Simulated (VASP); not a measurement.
## TaF3: single point with RPBE

TaF3:

```xyz
4
Lattice="3.9012 0.0000 0.0000 0.0000 3.9012 0.0000 0.0000 0.0000 3.9012" Properties=species:S:1:pos:R:3 pbc="T T T"
Ta    0.0000    0.0000    0.0000
F     1.9506    0.0000    0.0000
F     0.0000    1.9506    0.0000
F     0.0000    0.0000    1.9506
```

```json
{
  "Program": "VASP 6.6.1",
  "Task": "single point",
  "Functional": "RPBE",
  "Potentials or basis": "VASP PAW PBE potentials, release 64 (Ta_pv, F)",
  "Cutoff": "520 eV",
  "k mesh": "4 × 4 × 4",
  "Occupations": "methfessel-paxton, width 0.1 eV",
  "Spin": "no spin polarisation"
}
```

```yaml
Pressure: 29.6 GPa
Band_gap_on_the_k_mesh: zero (band 16 reaches 6.97 eV, above the bottom of band 17 at 3.97 eV)
```

Levels at points of the mesh, in eV from the Fermi level:
| k point | band 13 | band 14 | band 15 | band 16 | band 17 | band 18 |
| --- | --- | --- | --- | --- | --- | --- |
| (0.00, 0.00, 0.00) | -9.45 | -9.45 | -9.45 | -1.43 | -1.43 | -1.43 |
| (0.50, 0.00, 0.00) | -9.63 | -9.46 | -9.46 | -1.34 | 0.17 | 0.17 |
| (0.50, 0.50, 0.00) | -9.86 | -9.86 | -8.84 | 0.28 | 0.28 | 1.32 |
| (0.50, 0.50, 0.50) | -8.83 | -8.83 | -8.83 | 1.57 | 1.57 | 1.57 |

Run time: 15 s on 1 thread of Intel(R) Xeon(R) Platinum 8259CL CPU @ 2.50GHz (Skylake/Cascade Lake), on a shared host, peak memory 0.17 GiB.

Caveat: the k points lie up to 0.40 Å⁻¹ apart; the PAW data sets were made with another functional, which shifts forces and pressure a little; spin-orbit coupling is left out, which moves the levels of the heavy elements.
